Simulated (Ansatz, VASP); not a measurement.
**One calculation of Te2Mo, two programs**

```xyz
6
Lattice="3.5563 0.0000 0.0000 -1.7782 3.0798 0.0000 0.0000 0.0000 15.0549" Properties=species:S:1:pos:R:3 pbc="T T T"
Te    0.0000    2.0532    9.4828
Te    1.7782    1.0266    1.9554
Te    0.0000    2.0532   13.0995
Te    1.7782    1.0266    5.5720
Mo    0.0000    2.0532    3.7637
Mo    1.7782    1.0266   11.2911
```

Change from the starting cell: species swapped into the WSe2 type (P6_3/mmc, No. 194).

Alike in both runs: functional PBE; k mesh 6 × 6 × 2; occupations gaussian, width 0.1 eV; no spin polarisation.

Ansatz relaxed the structure, and its values are those at the end. VASP's run is a single point on that final structure, the one shown.

```csv
,VASP,Ansatz
version,VASP 6.6.1,Ansatz 0.2.0
potentials or method,"VASP PAW PBE potentials, release 64 (Te, Mo_sv), cutoff 520 eV","scalar-relativistic, plane waves, PAW"
valence electrons in the cell,52,92
```

```csv
,VASP,Ansatz,Ansatz less VASP
gap on the k mesh at the Fermi level (eV),1.02,1.02,-0.004
least direct gap on the mesh (eV),1.02,1.02,+0.001
pressure (GPa),0.1,0.1,-0.01
rms of the force components (eV/Å),0.005,0.000,-0.0049
```

The functional is the same, so the differences come from potentials, cutoffs and numerics. VASP's potentials hold 52 valence electrons a cell and Ansatz's 92, so a difference there can come from the potentials and not from the codes.

Spin-orbit coupling is off throughout.
